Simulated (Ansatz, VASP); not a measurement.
# Two plane-wave programs on LiNbO3

```
CELL_PARAMETERS angstrom
2.61156 1.50778 4.59827
-2.61156 1.50778 4.59827
0.00000 -3.01557 4.59827
ATOMIC_POSITIONS crystal
Li 0.23351 0.23351 0.23351
Li 0.73351 0.73351 0.73351
Nb 0.99528 0.99528 0.99528
Nb 0.49528 0.49528 0.49528
O 0.14181 0.38106 0.76169
O 0.76169 0.14181 0.38106
O 0.38106 0.76169 0.14181
O 0.88106 0.64181 0.26169
O 0.26169 0.88106 0.64181
O 0.64181 0.26169 0.88106
```

Change from the starting cell: mode 1 (-212.2 1/cm) frozen in, largest displacement +0.228 Å.

Alike in both runs: task single point; functional PBE; k mesh 6 × 6 × 6; occupations gaussian, width 0.05 eV; no spin polarisation.

```csv
,VASP,Ansatz
version,VASP 6.6.1,Ansatz 0.2.0
potentials or method,"VASP PAW PBE potentials, release 64 (Li_sv, Nb_sv, O), cutoff 520 eV","scalar-relativistic, plane waves, PAW"
valence electrons in the cell,68,68
```

Ansatz gave:

* gap on the k mesh at the Fermi level (eV): 3.41
* least direct gap on the mesh (eV): 3.42
* rms of the force components (eV/Å): 0.221

Task: Which values does VASP return?

Result: gap on the k mesh at the Fermi level (eV): 3.39; least direct gap on the mesh (eV): 3.41; rms of the force components (eV/Å): 0.221.

Atom by atom the forces differ by 0.009 eV/Å (rms over components). With one functional, cell and mesh, what is left measures potentials, basis and numerics.

Noted on VASP's run: the cutoff is short for stress, so the pressure is rough.
